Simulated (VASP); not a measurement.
Set up this calculation in VASP 6.6.1, as the native input.

```yaml
Task: single point
Functional: PBE
Potentials_or_basis: VASP PAW PBE potentials, release 64 (Ca_sv)
Cutoff: 520 eV
k_mesh: 20 × 20 × 20
Occupations: gaussian, width 0.1 eV
Spin: no spin polarisation
Dipole_correction: no
Further_INCAR_settings: ALGO = Fast; EDIFF = 1e-07; NBANDS = 11
```

The structure of Ca lies in POSCAR:

```
Ca
1.0
   -1.9565755896      1.9565755896      2.7530317586
    1.9565755896     -1.9565755896      2.7530317586
    1.9565755896      1.9565755896     -2.7530317586
Ca
1
Direct
    0.5000000000      0.5000000000      0.0000000000
```

These files were run (other wordings do the same):

INCAR

```
SYSTEM = Ca
ALGO = Fast
EDIFF = 1E-7
ENCUT = 520
GGA = PE
ISIF = 2
ISMEAR = 0
LASPH = .True.
LCHARG = .False.
LREAL = .False.
LWAVE = .False.
NBANDS = 11
NELM = 60
PREC = Accurate
SIGMA = 0.1
```

KPOINTS

```
k-points
0
Gamma
  20 20 20
  0 0 0
```

Potentials or basis: VASP PAW PBE potentials, release 64 (Ca_sv).

Command:

```bash
$ cat potpaw_PBE.64/Ca_sv/POTCAR > POTCAR
$ mpirun -np 1 vasp_std > vasp.out
```

Results of the run:

| Item | Value |
| --- | --- |
| Pressure | 0.0 GPa |
| Band gap on the k mesh | zero (bands 5 and 6 overlap by 0.36 eV) |

Run time: 2.9 min on 1 thread of Intel(R) Xeon(R) 6975P-C (Granite Rapids), on a shared host, peak memory 0.4 GiB.
